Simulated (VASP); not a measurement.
# InAs (F-43m) in VASP: a series of runs

InAs is run at these levels: LDA; tasks: single point, relaxation of cell and atoms.

All numbers are computed with VASP 6.6.1; they aren't measurements. Logs are shortened: lines on timing, memory, paths and dates and some standing lists are left out, and cuts for length are marked.

**1. The cell of the first run**

The structure is cubic, space group F-43m (No. 216). Conventional cell: a = 5.512 Å, b = 5.512 Å, c = 5.512 Å, α = 90.00°, β = 90.00°, γ = 90.00°. Within 3.2 Å of In (site symmetry -43m) lie 4 As at 2.39 Å. As (site symmetry -43m) has 4 In at 2.39 Å within 3.2 Å.

**2. Single point, LDA**

Contents of INCAR:

```
SYSTEM = InAs
ALGO = Normal
EDIFF = 1E-7
ENCUT = 520
ISIF = 2
ISMEAR = -1
LASPH = .TRUE.
LCHARG = .FALSE.
LREAL = .FALSE.
LWAVE = .FALSE.
NBANDS = 16
NELM = 60
PREC = Accurate
SIGMA = 0.15
```

Contents of KPOINTS:

```
k-points
0
G
  12 12 12
  0 0 0
```

Contents of POSCAR:

```
InAs
1.0
    0.0000000000      2.7561799952      2.7561799952
    2.7561799952      0.0000000000      2.7561799952
    2.7561799952      2.7561799952      0.0000000000
In As
1 1
Direct
    0.0000000000      0.0000000000      0.0000000000
    0.7500000000      0.7500000000      0.7500000000
```

Potentials or basis: VASP PAW LDA potentials, release 64 (In_d, As).

The run is started by

```
> cat potpaw_LDA.64/In_d/POTCAR potpaw_LDA.64/As/POTCAR > POTCAR
> mpirun -np 1 vasp_std > vasp.out
```

OUTCAR:

```text
SYSTEM = InAs
   EDIFF = 1E-7
   ENCUT = 520
   ISIF = 2
   ISMEAR = -1
   LASPH = .TRUE.
   LREAL = .FALSE.
   NELM = 60
   PREC = Accurate

 ion  position               nearest neighbor table
   1  0.000  0.000  0.000-   2 2.39   2 2.39   2 2.39   2 2.39
   2  0.750  0.750  0.750-   1 2.39   1 2.39   1 2.39   1 2.39

  LATTYP: Found a face centered cubic cell.
 ALAT       =     5.5123599904

  Lattice vectors:

 A1 = (   0.0000000000,   2.7561799952,   2.7561799952)
 A2 = (   2.7561799952,   0.0000000000,   2.7561799952)
 A3 = (   2.7561799952,   2.7561799952,   0.0000000000)

Analysis of symmetry for initial positions (statically):
=====================================================================
 Subroutine PRICEL returns:
 Original cell was already a primitive cell.

 Routine SETGRP: Setting up the symmetry group for a
 face centered cubic supercell.

 Subroutine GETGRP returns: Found 24 space group operations
 (whereof 24 operations were pure point group operations)
 out of a pool of 48 trial point group operations.

The static configuration has the point symmetry T_d .

Analysis of symmetry for dynamics (positions and initial velocities):
=====================================================================
 Subroutine PRICEL returns:
 Original cell was already a primitive cell.

 Routine SETGRP: Setting up the symmetry group for a
 face centered cubic supercell.

 Subroutine GETGRP returns: Found 24 space group operations
 (whereof 24 operations were pure point group operations)
 out of a pool of 48 trial point group operations.

The dynamic configuration has the point symmetry T_d .

 Subroutine INISYM returns: Found 24 space group operations
 (whereof 24 operations are pure point group operations),
 and found     1 'primitive' translations

----------------------------------------------------------------------------------------

                                     Primitive cell

  volume of cell :      41.8748

  direct lattice vectors                    reciprocal lattice vectors
     0.000000000  2.756179995  2.756179995    -0.181410503  0.181410503  0.181410503
     2.756179995  0.000000000  2.756179995     0.181410503 -0.181410503  0.181410503
     2.756179995  2.756179995  0.000000000     0.181410503  0.181410503 -0.181410503

  length of vectors
     3.897827130  3.897827130  3.897827130     0.314212209  0.314212209  0.314212209

  position of ions in fractional coordinates (direct lattice)
     0.000000000  0.000000000  0.000000000
     0.750000000  0.750000000  0.750000000

  ion indices of the primitive-cell ions
   primitive index   ion index
                 1           1
                 2           2

----------------------------------------------------------------------------------------

 KPOINTS: k-points

Automatic generation of k-mesh.
 Grid dimensions read from file:
 generate k-points for:   12   12   12

 Generating k-lattice:

  Cartesian coordinates                     Fractional coordinates (reciprocal lattice)
    -0.015117542  0.015117542  0.015117542     0.083333333  0.000000000  0.000000000
     0.015117542 -0.015117542  0.015117542     0.000000000  0.083333333  0.000000000
     0.015117542  0.015117542 -0.015117542     0.000000000  0.000000000  0.083333333

  Length of vectors
     0.026184351  0.026184351  0.026184351

  Shift w.r.t. Gamma in fractional coordinates (k-lattice)
     0.000000000  0.000000000  0.000000000

 Subroutine IBZKPT returns following result:
 ===========================================

 Found     72 irreducible k-points:

 Following reciprocal coordinates:
            Coordinates               Weight
  0.000000  0.000000  0.000000      1.000000
  0.083333  0.000000  0.000000      8.000000
  0.166667  0.000000  0.000000      8.000000
  0.250000  0.000000  0.000000      8.000000
  0.333333  0.000000  0.000000      8.000000
  0.416667  0.000000  0.000000      8.000000
[... 16 lines left out ...]
  0.500000  0.166667  0.000000     24.000000
 -0.416667  0.166667  0.000000     24.000000
 [... further k-points ...]
   k-points           NKPTS =     72   k-points in BZ     NKDIM =     72   number of bands    NBANDS=     16
   number of dos      NEDOS =    301   number of ions     NIONS =      2
   total plane-waves  NPLWV =  27000
   dimension x,y,z NGX =    30 NGY =   30 NGZ =   30
   dimension x,y,z NGXF=    60 NGYF=   60 NGZF=   60
   ions per type =               1   1
   NGX,Y,Z   is equivalent  to a cutoff of  12.80, 12.80, 12.80 a.u.
   NGXF,Y,Z  is equivalent  to a cutoff of  25.59, 25.59, 25.59 a.u.
 SYSTEM =  InAs
   PREC   = accura    normal or accurate (medium, high low for compatibility)
   ISTART =      0    job   : 0-new  1-cont  2-samecut
   ICHARG =      2    charge: 1-file 2-atom 10-const
   ISPIN  =      1    spin polarized calculation?
   LNONCOLLINEAR =      F non collinear calculations
   LSORBIT =      F    spin-orbit coupling
   LASPH  =      T    aspherical Exc in radial PAW
   ENCUT  =  520.0 eV  38.22 Ry    6.18 a.u.   7.25  7.25  7.25*2*pi/ulx,y,z
   NELM   =     60;   NELMIN=  2; NELMDL= -5     # of ELM steps
   EDIFF  = 0.1E-06   stopping-criterion for ELM
   LREAL  =      F    real-space projection
   EDIFFG = 0.1E-05   stopping-criterion for IOM
   NSW    =      0    number of steps for IOM
   IBRION =     -1    ionic relax: 0-MD 1-quasi-New 2-CG
   NFREE  =      0    steps in history (QN), initial steepest desc. (CG)
   ISIF   =      2    stress and relaxation
   ISYM   =      2    0-nonsym 1-usesym 2-fastsym
   POTIM  = 0.5000    time-step for ionic-motion
   TEBEG  =    0.0;   TEEND  =   0.0 temperature during run
   PSTRESS=    0.0 pullay stress
   NELECT =      18.0000    total number of electrons
   NUPDOWN=      -1.0000    fix difference up-down
   EMIN   =  10.00;   EMAX   =-10.00  energy-range for DOS
   EFERMI =   0.00;   METHOD = LEGACY
   ISMEAR =    -1;   SIGMA  =   0.15  broadening in eV -4-tet -1-fermi 0-gaus
   EFERMI_NEDOS =   21; number of points for ismear=-14 and -15
   IALGO  =     38    algorithm
   IMIX   =      4    mixing-type and parameters
     AMIX     =   0.40;   BMIX     =  1.00
     AMIX_MAG =   1.60;   BMIX_MAG =  1.00
  volume/ion in A,a.u.               =      20.94       141.29
  Fermi-wavevector in a.u.,A,eV,Ry     =   1.235515  2.334785 20.769263  1.526498
  Thomas-Fermi vector in A             =   2.370162
   LORBIT       =      0    0 simple, 1 ext, 2 COOP (PROOUT), +10 PAW based schemes
   GGA     = CA    functional components
   LHFCALC =     F    Hartree Fock is set to
   AEXX    =    0.0000 exact exchange contribution
   IVDW    =     0    specifies the selected vdW correction
   LEPSILON=     F    determine dielectric tensor
   LRPA    =     F    only Hartree local field effects (RPA)
 non-spin polarized calculation
  energy-cutoff  :      520.00
  volume of cell :       41.87
 maximum number of plane-waves:      1158
 NGX is ok and might be reduce to    30
   NGX = 15   NGY = 15   NGZ = 15

 number of electron      18.0000007 magnetization

 Free energy of the ion-electron system (eV)
  ---------------------------------------------------
  ext. energy  EPLUGINS =         0.00000000
  ---------------------------------------------------
  free energy    TOTEN  =        -8.06756057 eV

  energy without entropy =       -8.06598434  energy(sigma->0) =       -8.06677246

 E-fermi :   8.1672     XC(G=0): -10.6574

 val. band max:        7.7286564792   @ k =   0.0000   0.0000   0.0000
 cond. band min:       8.5778166805   @ k =   0.5000   0.5000   0.0000
 fundamental gap:      0.8491602012
 Fermi energy:         8.1672231431

 k-point     1 :       0.0000    0.0000    0.0000
  band No.  band energies     occupation
      1      -7.5893      2.00000
      2      -7.5893      2.00000
      3      -7.5893      2.00000
      4      -7.2916      2.00000
      5      -7.2916      2.00000
      6      -6.4168      2.00000
[... 8 lines left out ...]
     15      18.1741      0.00000
     16      18.1741      0.00000

 k-point     2 :       0.0833    0.0000    0.0000
  band No.  band energies     occupation
      1      -7.6282      2.00000
      2      -7.5825      2.00000
      3      -7.5825      2.00000
      4      -7.2921      2.00000
      5      -7.2921      2.00000
      6      -6.2881      2.00000
[... 8 lines left out ...]
     15      17.2001      0.00000
     16      17.2001      0.00000

 k-point     3 :       0.1667    0.0000    0.0000
  band No.  band energies     occupation
      1      -7.7138      2.00000
      2      -7.5647      2.00000
      3      -7.5647      2.00000
      4      -7.2926      2.00000
      5      -7.2926      2.00000
      6      -5.9350      2.00000
[... 8 lines left out ...]
     15      16.5687      0.00000
     16      16.7326      0.00000

 k-point     4 :       0.2500    0.0000    0.0000
  band No.  band energies     occupation
      1      -7.8040      2.00000
      2      -7.5432      2.00000
      3      -7.5432      2.00000
      4      -7.2902      2.00000
      5      -7.2902      2.00000
      6      -5.4093      2.00000
[... 8 lines left out ...]
     15      16.5851      0.00000
     16      16.5851      0.00000

 k-point     5 :       0.3333    0.0000    0.0000
  band No.  band energies     occupation
      1      -7.8779      2.00000
      2      -7.5257      2.00000
      3      -7.5257      2.00000
      4      -7.2832      2.00000
      5      -7.2832      2.00000
      6      -4.7681      2.00000
[... 8 lines left out ...]
     15      17.3137      0.00000
     16      17.3137      0.00000

 k-point     6 :       0.4167    0.0000    0.0000
  band No.  band energies     occupation
      1      -7.9257      2.00000
      2      -7.5158      2.00000
      3      -7.5158      2.00000
      4      -7.2749      2.00000
      5      -7.2749      2.00000
      6      -4.1378      2.00000
[... 8 lines left out ...]
     15      18.4898      0.00000
     16      18.4898      0.00000

 k-point     7 :       0.5000    0.0000    0.0000
  band No.  band energies     occupation
      1      -7.9422      2.00000
      2      -7.5129      2.00000
      3      -7.5129      2.00000
      4      -7.2711      2.00000
      5      -7.2711      2.00000
      6      -3.8346      2.00000
[... 8 lines left out ...]
     15      19.3773      0.00000
     16      19.3773      0.00000

 k-point     8 :       0.0833    0.0833    0.0000
  band No.  band energies     occupation
      1      -7.6460      2.00000
      2      -7.5763      2.00000
      3      -7.5763      2.00000
      4      -7.2979      2.00000
      5      -7.2879      2.00000
      6      -6.2472      2.00000
[... 8 lines left out ...]
     15      16.8813      0.00000
     16      18.2405      0.00000

 k-point     9 :       0.1667    0.0833    0.0000
  band No.  band energies     occupation
      1      -7.7129      2.00000
      2      -7.5620      2.00000
      3      -7.5585      2.00000
      4      -7.3043      2.00000
      5      -7.2846      2.00000
      6      -5.9735      2.00000
[... 8 lines left out ...]
     15      17.5456      0.00000
     16      17.5906      0.00000
[... 172 lines left out ...]
 k-point    19 :       0.1667    0.1667    0.0000
  band No.  band energies     occupation
      1      -7.7604      2.00000
      2      -7.5398      2.00000
      3      -7.5398      2.00000
      4      -7.3188      2.00000
      5      -7.2779      2.00000
      6      -5.7920      2.00000
[... 8 lines left out ...]
     15      18.4368      0.00000
     16      18.5196      0.00000

 k-point    20 :       0.2500    0.1667    0.0000
  band No.  band energies     occupation
      1      -7.8229      2.00000
      2      -7.5197      2.00000
      3      -7.5156      2.00000
      4      -7.3298      2.00000
      5      -7.2719      2.00000
      6      -5.4115      2.00000
[... 8 lines left out ...]
     15      18.2608      0.00000
     16      18.8157      0.00000

 k-point    21 :       0.3333    0.1667    0.0000
  band No.  band energies     occupation
      1      -7.8813      2.00000
      2      -7.5060      2.00000
      3      -7.4941      2.00000
      4      -7.3319      2.00000
      5      -7.2663      2.00000
      6      -4.8709      2.00000
[... 8 lines left out ...]
     15      18.4579      0.00000
     16      18.5574      0.00000

 k-point    22 :       0.4167    0.1667    0.0000
  band No.  band energies     occupation
      1      -7.9255      2.00000
      2      -7.4990      2.00000
      3      -7.4809      2.00000
      4      -7.3235      2.00000
      5      -7.2631      2.00000
      6      -4.2426      2.00000
[... 8 lines left out ...]
     15      18.8918      0.00000
     16      19.4084      0.00000

 k-point    23 :       0.5000    0.1667    0.0000
  band No.  band energies     occupation
      1      -7.9495      2.00000
      2      -7.4974      2.00000
      3      -7.4767      2.00000
      4      -7.3085      2.00000
      5      -7.2665      2.00000
      6      -3.7048      2.00000
[... 8 lines left out ...]
     15      19.3179      0.00000
     16      19.5401      0.00000

 k-point    24 :      -0.4167    0.1667    0.0000
  band No.  band energies     occupation
      1      -7.9500      2.00000
      2      -7.4987      2.00000
      3      -7.4801      2.00000
      4      -7.2944      2.00000
      5      -7.2780      2.00000
      6      -3.6074      2.00000
[... 8 lines left out ...]
     15      18.1473      0.00000
     16      18.6934      0.00000

 [... further k-points ...]
[... 5 lines left out ...]
  --------------------------------------------------------------------------------------
  -------------------------------------------------------------------------------------
  Total        7.9747324      7.9747324      7.9747324      0.0000000      0.0000000      0.0000000
  in kB      305.1223197    305.1223197    305.1223197      0.0000000      0.0000000      0.0000000
  external PRESSURE =     305.1223197 kB  Pullay stress =       0.0000000 kB

 VOLUME and BASIS-vectors are now :
 -----------------------------------------------------------------------------
  energy-cutoff  :      520.00
  volume of cell :       41.87
      direct lattice vectors                 reciprocal lattice vectors
     0.000000000  2.756179995  2.756179995    -0.181410503  0.181410503  0.181410503
     2.756179995  0.000000000  2.756179995     0.181410503 -0.181410503  0.181410503
     2.756179995  2.756179995  0.000000000     0.181410503  0.181410503 -0.181410503

 POSITION                                       TOTAL-FORCE (eV/Angst)
 -----------------------------------------------------------------------------------
      0.00000      0.00000      0.00000        -0.000000     -0.000000     -0.000000
      4.13427      4.13427      4.13427         0.000000      0.000000      0.000000
 -----------------------------------------------------------------------------------
    total drift:                                0.000000      0.000000      0.000000

  FREE ENERGIE OF THE ION-ELECTRON SYSTEM (eV)
  ---------------------------------------------------
  free  energy   TOTEN  =        -8.0675605737 eV

  energy  without entropy=       -8.0659843377  energy(sigma->0) =       -8.06677246
```

Wall time 90 s (1 thread of AMD EPYC 7R13, shared host); peak memory 0.15 GiB.

What came out:

```yaml
Free_energy: -8.0676 eV
Pressure: 30.5 GPa
Band_gap_on_the_k_mesh: 0.85 eV (least direct gap 0.99 eV)
```

Caveat: the cell stands under pressure; spin-orbit coupling is left out, which moves the levels of the heavy elements. A k mesh can miss the band edges.

**3. Relaxation of cell and atoms, LDA, target pressure 30 GPa, at which the enthalpy is minimised**

This run uses another cell than the first one, of 27.36 Å³/atom.

Contents of INCAR:

```
  PREC = Accurate
  ENCUT = 600
  EDIFF = 1E-6
  ISMEAR = -1
  SIGMA = 0.15
  LREAL = F
  LASPH = T
  NELM = 80
  ALGO = Normal
  ISIF = 3
  LWAVE = F
  LCHARG = F
  GGA = CA
  IBRION = 2
  NSW = 80
  EDIFFG = -0.001
  PSTRESS = 300.0
```

Contents of KPOINTS:

```
regular mesh
0
Gamma
  12 12 12
```

Contents of POSCAR:

```
InAs
1.0
    0.0000000000      3.0133041419      3.0133041419
    3.0133041419      0.0000000000      3.0133041419
    3.0133041419      3.0133041419      0.0000000000
In As
1 1
Direct
    0.0000000000      0.0000000000      0.0000000000
    0.7500000000      0.7500000000      0.7500000000
```

Potentials or basis: VASP PAW LDA potentials, release 64 (In_d, As).

The run is started by

```
> cat potpaw_LDA.64/In_d/POTCAR potpaw_LDA.64/As/POTCAR > POTCAR
> mpirun -np 1 vasp_std > vasp.out
```

Run time: 20 min. Hardware: 1 thread of AMD EPYC 7R13, shared host; peak memory 0.21 GiB.

It converged, with:

```
Free energy                                                : -8.0918 eV
Relaxed volume                                             : 21.00 Å³/atom
Relaxed cell                                               : a = 3.902 Å, b = 3.902 Å, c = 3.902 Å, α = 60.00°, β = 60.00°, γ = 60.00°
Space group after relaxing (to 0.1 Å)                      : F-43m (No. 216)
Energy change on relaxing (the run minimises the enthalpy) : +469.5 meV/atom
Ionic steps                                                : 44
Pressure after relaxing                                    : 30.0 GPa
Band gap on the k mesh                                     : 0.86 eV (least direct gap 0.98 eV)
```

The path:
| step | energy change (eV) | largest force (eV/Å) | pressure (GPa) | volume (Å³) |
| --- | --- | --- | --- | --- |
| 1 | 0.0000 | 0.0000 | 0.17 | 54.72 |
| 3 | 0.5906 | 0.0000 | 21.68 | 44.17 |
| 5 | 0.9449 | 0.0000 | 30.14 | 41.97 |
| 7 | 0.9040 | 0.0000 | 29.20 | 42.19 |
| 9 | 0.9110 | 0.0000 | 29.35 | 42.15 |
| 11 | 0.9120 | 0.0000 | 29.38 | 42.15 |
| 13 | 0.9158 | 0.0000 | 29.48 | 42.12 |
| 15 | 0.9314 | 0.0000 | 29.86 | 42.04 |
| 17 | 0.9377 | 0.0000 | 29.98 | 42.01 |
| 19 | 0.9384 | 0.0000 | 30.01 | 42.00 |
| 21 | 0.9383 | 0.0000 | 29.99 | 42.00 |
| 23 | 0.9384 | 0.0000 | 29.99 | 42.00 |
| 25 | 0.9384 | 0.0000 | 29.99 | 42.00 |
| 27 | 0.9384 | 0.0000 | 29.99 | 42.00 |
| 29 | 0.9384 | 0.0000 | 29.99 | 42.00 |
| 31 | 0.9384 | 0.0000 | 29.99 | 42.00 |
| 33 | 0.9384 | 0.0000 | 29.99 | 42.00 |
| 35 | 0.9384 | 0.0000 | 29.99 | 42.00 |
| 37 | 0.9384 | 0.0000 | 29.99 | 42.00 |
| 39 | 0.9387 | 0.0000 | 29.99 | 42.00 |
| 41 | 0.9399 | 0.0000 | 30.03 | 42.00 |
| 43 | 0.9391 | 0.0000 | 30.01 | 42.00 |
| 44 | 0.9391 | 0.0000 | 30.01 | 42.00 |

Final structure:
```
CELL_PARAMETERS angstrom
0.00000 2.75892 2.75892
2.75892 0.00000 2.75892
2.75892 2.75892 0.00000
ATOMIC_POSITIONS crystal
In 0.00000 0.00000 0.00000
As 0.75000 0.75000 0.75000
```

Levels at points of the mesh, in eV from the valence-band top:
```tsv
k point	band 5	band 6	band 7	band 8	band 9	band 10	band 11	band 12	band 13
(0.00, 0.00, 0.00)	-15.01	-14.12	0.00	0.00	0.00	0.98	3.83	3.83	3.83
(0.50, 0.00, 0.00)	-14.99	-11.55	-7.59	-1.51	-1.51	1.42	4.65	4.65	6.72
(0.50, 0.50, 0.00)	-14.95	-10.69	-7.35	-3.48	-3.48	0.86	1.79	10.99	11.11
```

Caveat: the cell is relaxed towards a set pressure, so the run minimises the enthalpy, not the energy; the volume moved by over 15 % at a fixed basis, so the end points are rough; spin-orbit coupling is left out, which moves the levels of the heavy elements. LDA usually gives volumes a few per cent too small.
